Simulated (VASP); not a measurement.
# NaCl (P1) in VASP: single point with PBEsol

Aim: the single point of NaCl with PBEsol.

All numbers are computed with VASP 6.6.1; they aren't measurements. Logs are shortened: lines on timing, memory, paths and dates and some standing lists are left out, and cuts for length are marked.

## (1) The cell of the first run

The typed cell holds 2 atoms: a = 3.909 Å, b = 3.854 Å, c = 3.933 Å, α = 59.81°, β = 60.21°, γ = 59.78°.

## (2) Single point, PBEsol (atoms moved at random and the cell strained at random)

Input file INCAR:

```
SYSTEM = NaCl
PREC = Accurate
ENCUT = 520
EDIFF = 1E-7
ISMEAR = 0
SIGMA = 0.02
LREAL = .False.
LASPH = .True.
NELM = 80
ALGO = Normal
ISIF = 2
LWAVE = .False.
LCHARG = .True.
GGA = PS
LELF = .True.
LVHAR = .True.
NBANDS = 14
```

Input file KPOINTS:

```
regular mesh
0
Gamma
  8 8 8
  0 0 0
```

Input file POSCAR:

```
NaCl
1.0
   -0.0056068650      2.7696497225      2.7591722475
    2.7287875700      0.0322536325      2.7213117500
    2.7798157050      2.7828173600     -0.0187745025
Na Cl
1 1
Direct
    0.0129707778     -0.0404696742      0.0313798888
    0.4870292222      0.5404696742      0.4686201112
```

Potentials or basis: VASP PAW PBE potentials, release 64 (Na_pv, Cl).

The run is started by

```sh
> cat potpaw_PBE.64/Na_pv/POTCAR potpaw_PBE.64/Cl/POTCAR > POTCAR
> mpirun -np 1 vasp_std > vasp.out
```

OUTCAR:

```text
SYSTEM = NaCl
   PREC = Accurate
   ENCUT = 520
   EDIFF = 1E-7
   ISMEAR = 0
   LREAL = .False.
   LASPH = .True.
   NELM = 80
   ISIF = 2
   GGA = PS

 ion  position               nearest neighbor table
   1  0.013  0.960  0.031-   2 2.52   2 2.61   2 2.73
   2  0.487  0.540  0.469-   1 2.52   1 2.61   1 2.73

  LATTYP: Found a triclinic cell.
 ALAT       =     6.6607104696
 B/A-ratio  =     0.5786080626
 C/A-ratio  =     0.5906159380
 COS(alpha) =     0.0027433402
 COS(beta)  =     0.2948994322
 COS(gamma) =     0.8618283578

  Lattice vectors:

 A1 = (  -5.4631820050,   2.7051424575,  -2.6834512525)
 A2 = (  -2.7287875700,  -0.0322536325,  -2.7213117500)
 A3 = (  -2.7854225700,  -0.0131676375,   2.7779467500)

Analysis of symmetry for initial positions (statically):
=====================================================================
 Subroutine PRICEL returns:
 Original cell was already a primitive cell.

 Routine SETGRP: Setting up the symmetry group for a
 triclinic supercell.

 Subroutine GETGRP returns: Found  1 space group operations
 (whereof  1 operations were pure point group operations)
 out of a pool of  2 trial point group operations.

The static configuration has the point symmetry C_1 .

Analysis of symmetry for dynamics (positions and initial velocities):
=====================================================================
 Subroutine PRICEL returns:
 Original cell was already a primitive cell.

 Routine SETGRP: Setting up the symmetry group for a
 triclinic supercell.

 Subroutine GETGRP returns: Found  1 space group operations
 (whereof  1 operations were pure point group operations)
 out of a pool of  2 trial point group operations.

The dynamic configuration has the point symmetry C_1 .

 Subroutine INISYM returns: Found  1 space group operations
 (whereof  1 operations are pure point group operations),
 and found     1 'primitive' translations

----------------------------------------------------------------------------------------

                                     Primitive cell

  volume of cell :      41.8410

  direct lattice vectors                    reciprocal lattice vectors
    -0.005606865  2.769649723  2.759172248    -0.181006948  0.182021685  0.179346835
     2.728787570  0.032253632  2.721311750     0.184753320 -0.183310092  0.184381614
     2.779815705  2.782817360 -0.018774503     0.178009123  0.180312267 -0.180635242

  length of vectors
     3.909478548  3.853940781  3.933420940     0.313146445  0.318956045  0.311173348

  position of ions in fractional coordinates (direct lattice)
     0.012970778  0.959530326  0.031379889
     0.487029222  0.540469674  0.468620111

  ion indices of the primitive-cell ions
   primitive index   ion index
                 1           1
                 2           2

----------------------------------------------------------------------------------------

 KPOINTS: regular mesh

Automatic generation of k-mesh.
 Grid dimensions read from file:
 generate k-points for:    8    8    8

 Generating k-lattice:

  Cartesian coordinates                     Fractional coordinates (reciprocal lattice)
    -0.022625869  0.022752711  0.022418354     0.125000000  0.000000000  0.000000000
     0.023094165 -0.022913762  0.023047702     0.000000000  0.125000000  0.000000000
     0.022251140  0.022539033 -0.022579405     0.000000000 -0.000000000  0.125000000

  Length of vectors
     0.039143306  0.039869506  0.038896668

  Shift w.r.t. Gamma in fractional coordinates (k-lattice)
     0.000000000  0.000000000  0.000000000

 Subroutine IBZKPT returns following result:
 ===========================================

 Found    260 irreducible k-points:

 Following reciprocal coordinates:
            Coordinates               Weight
  0.000000  0.000000  0.000000      1.000000
  0.125000 -0.000000 -0.000000      2.000000
  0.250000 -0.000000 -0.000000      2.000000
  0.375000  0.000000 -0.000000      2.000000
  0.500000 -0.000000 -0.000000      1.000000
 -0.000000  0.125000  0.000000      2.000000
[... 16 lines left out ...]
  0.125000  0.375000  0.000000      2.000000
  0.250000  0.375000  0.000000      2.000000
 [... further k-points ...]
   k-points           NKPTS =    260   k-points in BZ     NKDIM =    260   number of bands    NBANDS=     14
   number of dos      NEDOS =    301   number of ions     NIONS =      2
   total plane-waves  NPLWV =  27000
   dimension x,y,z NGX =    30 NGY =   30 NGZ =   30
   dimension x,y,z NGXF=    60 NGYF=   60 NGZF=   60
   ions per type =               1   1
   NGX,Y,Z   is equivalent  to a cutoff of  12.76, 12.94, 12.68 a.u.
   NGXF,Y,Z  is equivalent  to a cutoff of  25.51, 25.88, 25.36 a.u.
 SYSTEM =  NaCl
   PREC   = accura    normal or accurate (medium, high low for compatibility)
   ISTART =      0    job   : 0-new  1-cont  2-samecut
   ICHARG =      2    charge: 1-file 2-atom 10-const
   ISPIN  =      1    spin polarized calculation?
   LNONCOLLINEAR =      F non collinear calculations
   LSORBIT =      F    spin-orbit coupling
   LASPH  =      T    aspherical Exc in radial PAW
   ENCUT  =  520.0 eV  38.22 Ry    6.18 a.u.   7.27  7.17  7.31*2*pi/ulx,y,z
   NELM   =     80;   NELMIN=  2; NELMDL= -5     # of ELM steps
   EDIFF  = 0.1E-06   stopping-criterion for ELM
   LREAL  =      F    real-space projection
   EDIFFG = 0.1E-05   stopping-criterion for IOM
   NSW    =      0    number of steps for IOM
   IBRION =     -1    ionic relax: 0-MD 1-quasi-New 2-CG
   NFREE  =      0    steps in history (QN), initial steepest desc. (CG)
   ISIF   =      2    stress and relaxation
   ISYM   =      2    0-nonsym 1-usesym 2-fastsym
   POTIM  = 0.5000    time-step for ionic-motion
   TEBEG  =    0.0;   TEEND  =   0.0 temperature during run
   PSTRESS=    0.0 pullay stress
   NELECT =      14.0000    total number of electrons
   NUPDOWN=      -1.0000    fix difference up-down
   EMIN   =  10.00;   EMAX   =-10.00  energy-range for DOS
   EFERMI =   0.00;   METHOD = LEGACY
   ISMEAR =     0;   SIGMA  =   0.02  broadening in eV -4-tet -1-fermi 0-gaus
   EFERMI_NEDOS =   21; number of points for ismear=-14 and -15
   IALGO  =     38    algorithm
   IMIX   =      4    mixing-type and parameters
     AMIX     =   0.40;   BMIX     =  1.00
     AMIX_MAG =   1.60;   BMIX_MAG =  1.00
  volume/ion in A,a.u.               =      20.92       141.18
  Fermi-wavevector in a.u.,A,eV,Ry     =   1.136536  2.147742 17.574849  1.291715
  Thomas-Fermi vector in A             =   2.273241
   LORBIT       =      0    0 simple, 1 ext, 2 COOP (PROOUT), +10 PAW based schemes
   GGA     = PS    functional components
   LHFCALC =     F    Hartree Fock is set to
   AEXX    =    0.0000 exact exchange contribution
   IVDW    =     0    specifies the selected vdW correction
   LEPSILON=     F    determine dielectric tensor
   LRPA    =     F    only Hartree local field effects (RPA)
 non-spin polarized calculation
 Gauss-broadening in eV      SIGMA  =   0.02
  energy-cutoff  :      520.00
  volume of cell :       41.84
 maximum number of plane-waves:      1139
 NGX is ok and might be reduce to    30
   NGX = 15   NGY = 15   NGZ = 15

 number of electron      14.0000003 magnetization

 Free energy of the ion-electron system (eV)
  ---------------------------------------------------
  ext. energy  EPLUGINS =         0.00000000
  ---------------------------------------------------
  free energy    TOTEN  =        -6.90727550 eV

  energy without entropy =       -6.90727550  energy(sigma->0) =       -6.90727550

 E-fermi :  -0.1510     XC(G=0):  -8.6273

 val. band max:       -0.3108384275   @ k =   0.0000   0.0000   0.0000
 cond. band min:       4.8254281263   @ k =   0.0000   0.0000   0.0000
 fundamental gap:      5.1362665537
 Fermi energy:        -0.1509722746

 k-point     1 :       0.0000    0.0000    0.0000
  band No.  band energies     occupation
      1     -20.8837      2.00000
      2     -20.8760      2.00000
      3     -20.8731      2.00000
      4     -13.1859      2.00000
      5      -0.4273      2.00000
      6      -0.4189      2.00000
      7      -0.3108      2.00000
      8       4.8254      0.00000
      9      10.5745      0.00000
     10      10.6335      0.00000
     11      11.0257      0.00000
     12      13.0810      0.00000
     13      13.1683      0.00000
     14      14.4050      0.00000

 k-point     2 :       0.1250   -0.0000   -0.0000
  band No.  band energies     occupation
      1     -20.8871      2.00000
      2     -20.8785      2.00000
      3     -20.8749      2.00000
      4     -13.1276      2.00000
      5      -0.8281      2.00000
      6      -0.4660      2.00000
      7      -0.3658      2.00000
      8       5.3511      0.00000
      9      10.0859      0.00000
     10      10.7944      0.00000
     11      11.1854      0.00000
     12      12.8204      0.00000
     13      12.9477      0.00000
     14      15.4272      0.00000

 k-point     3 :       0.2500   -0.0000   -0.0000
  band No.  band energies     occupation
      1     -20.9010      2.00000
      2     -20.8814      2.00000
      3     -20.8764      2.00000
      4     -12.9823      2.00000
      5      -1.6407      2.00000
      6      -0.5655      2.00000
      7      -0.4728      2.00000
      8       6.3234      0.00000
      9       9.5815      0.00000
     10      10.9584      0.00000
     11      11.2822      0.00000
     12      12.9808      0.00000
     13      13.2284      0.00000
     14      15.5151      0.00000

 k-point     4 :       0.3750    0.0000   -0.0000
  band No.  band energies     occupation
      1     -20.9164      2.00000
      2     -20.8828      2.00000
      3     -20.8776      2.00000
      4     -12.8299      2.00000
      5      -2.3128      2.00000
      6      -0.6606      2.00000
      7      -0.5737      2.00000
      8       6.7864      0.00000
      9       9.9437      0.00000
     10      10.7482      0.00000
     11      11.1091      0.00000
     12      14.2906      0.00000
     13      14.5654      0.00000
     14      15.0395      0.00000

 k-point     5 :       0.5000   -0.0000   -0.0000
  band No.  band energies     occupation
      1     -20.9228      2.00000
      2     -20.8832      2.00000
      3     -20.8781      2.00000
      4     -12.7644      2.00000
      5      -2.5663      2.00000
      6      -0.6989      2.00000
      7      -0.6141      2.00000
      8       6.8270      0.00000
      9      10.2328      0.00000
     10      10.6514      0.00000
     11      11.1860      0.00000
[... 276 lines left out ...]
 k-point    22 :      -0.0000    0.3750    0.0000
  band No.  band energies     occupation
      1     -20.9188      2.00000
      2     -20.8807      2.00000
      3     -20.8762      2.00000
      4     -12.8129      2.00000
      5      -2.2709      2.00000
      6      -0.7042      2.00000
      7      -0.6992      2.00000
      8       6.7856      0.00000
      9      10.1828      0.00000
     10      10.6927      0.00000
     11      10.7671      0.00000
     12      14.3262      0.00000
     13      14.4829      0.00000
     14      14.9867      0.00000

 k-point    23 :       0.1250    0.3750    0.0000
  band No.  band energies     occupation
      1     -20.9127      2.00000
      2     -20.8832      2.00000
      3     -20.8774      2.00000
      4     -12.8369      2.00000
      5      -2.0474      2.00000
      6      -0.7936      2.00000
      7      -0.7743      2.00000
      8       7.0907      0.00000
      9       9.5356      0.00000
     10      10.2898      0.00000
     11      11.2009      0.00000
     12      13.3753      0.00000
     13      14.7927      0.00000
     14      16.1444      0.00000

 k-point    24 :       0.2500    0.3750    0.0000
  band No.  band energies     occupation
      1     -20.9064      2.00000
      2     -20.8886      2.00000
      3     -20.8806      2.00000
      4     -12.8178      2.00000
      5      -1.9485      2.00000
      6      -0.9206      2.00000
      7      -0.9055      2.00000
      8       7.4780      0.00000
      9       8.4149      0.00000
     10      10.1135      0.00000
     11      12.2766      0.00000
     12      13.2931      0.00000
     13      14.9738      0.00000
     14      18.1703      0.00000

 [... further k-points ...]
[... 5 lines left out ...]
  --------------------------------------------------------------------------------------
  -------------------------------------------------------------------------------------
  Total        0.3196861      1.0994699      0.6325543     -0.0033475      0.1249499      0.0393667
  in kB       12.2414208     42.1009051     24.2217705     -0.1281811      4.7845840      1.5074285
  external PRESSURE =      26.1880321 kB  Pullay stress =       0.0000000 kB

 VOLUME and BASIS-vectors are now :
 -----------------------------------------------------------------------------
  energy-cutoff  :      520.00
  volume of cell :       41.84
      direct lattice vectors                 reciprocal lattice vectors
    -0.005606865  2.769649723  2.759172248    -0.181006948  0.182021685  0.179346835
     2.728787570  0.032253632  2.721311750     0.184753320 -0.183310092  0.184381614
     2.779815705  2.782817360 -0.018774503     0.178009123  0.180312267 -0.180635242

 POSITION                                       TOTAL-FORCE (eV/Angst)
 -----------------------------------------------------------------------------------
      2.70551      0.15420      2.64638         0.057047     -0.518001      0.264902
      2.77477      2.67042      2.80579        -0.057047      0.518001     -0.264902
 -----------------------------------------------------------------------------------
    total drift:                               -0.000113      0.000333     -0.000286

  FREE ENERGIE OF THE ION-ELECTRON SYSTEM (eV)
  ---------------------------------------------------
  free  energy   TOTEN  =        -6.9072754967 eV

  energy  without entropy=       -6.9072754967  energy(sigma->0) =       -6.90727550
```

Run time: 76 s. Hardware: 1 thread of Intel Xeon 6975P-C (Granite Rapids), shared host; peak memory 0.25 GiB.

Results:

```yaml
Free_energy: -6.9073 eV
Pressure: 2.6 GPa
Largest_force: 0.585 eV/Å
Band_gap_on_the_k_mesh: 5.14 eV, direct
```

Forces on the atoms (eV/Å):
```
Na   0.057 -0.518  0.265
Cl  -0.057  0.518 -0.265
```

Stress tensor (GPa, compression positive):
```
 1.22 -0.01  0.15
-0.01  4.21  0.48
 0.15  0.48  2.42
```

Levels at points of the mesh, in eV from the valence-band top:
| k point | band 3 | band 4 | band 5 | band 6 | band 7 | band 8 | band 9 | band 10 | band 11 | band 12 |
| --- | --- | --- | --- | --- | --- | --- | --- | --- | --- | --- |
| (0.00, 0.00, 0.00) | -20.56 | -12.88 | -0.12 | -0.11 | 0.00 | 5.14 | 10.89 | 10.94 | 11.34 | 13.39 |
| (0.50, 0.00, 0.00) | -20.57 | -12.45 | -2.26 | -0.39 | -0.30 | 7.14 | 10.54 | 10.96 | 11.50 | 15.06 |
| (0.00, 0.50, 0.00) | -20.57 | -12.43 | -2.22 | -0.44 | -0.43 | 7.12 | 10.71 | 10.89 | 11.23 | 15.06 |
| (0.50, 0.50, 0.00) | -20.57 | -12.39 | -1.95 | -0.80 | -0.70 | 7.51 | 7.81 | 11.60 | 15.00 | 15.27 |
| (0.00, 0.00, 0.50) | -20.57 | -12.47 | -2.26 | -0.38 | -0.29 | 7.19 | 10.62 | 11.00 | 11.39 | 15.19 |
| (0.50, 0.00, 0.50) | -20.57 | -12.39 | -1.95 | -0.80 | -0.67 | 7.49 | 7.82 | 11.55 | 15.04 | 15.33 |
| (0.00, 0.50, 0.50) | -20.58 | -12.40 | -1.95 | -0.78 | -0.71 | 7.53 | 7.81 | 11.57 | 14.95 | 15.36 |
| (0.50, 0.50, 0.50) | -20.57 | -12.45 | -2.25 | -0.39 | -0.32 | 7.12 | 10.56 | 10.89 | 11.54 | 15.02 |

Caveat: the cell differs from its parent crystal (atoms moved at random and the cell strained at random); the PAW data sets were made with another functional, which shifts forces and pressure a little.
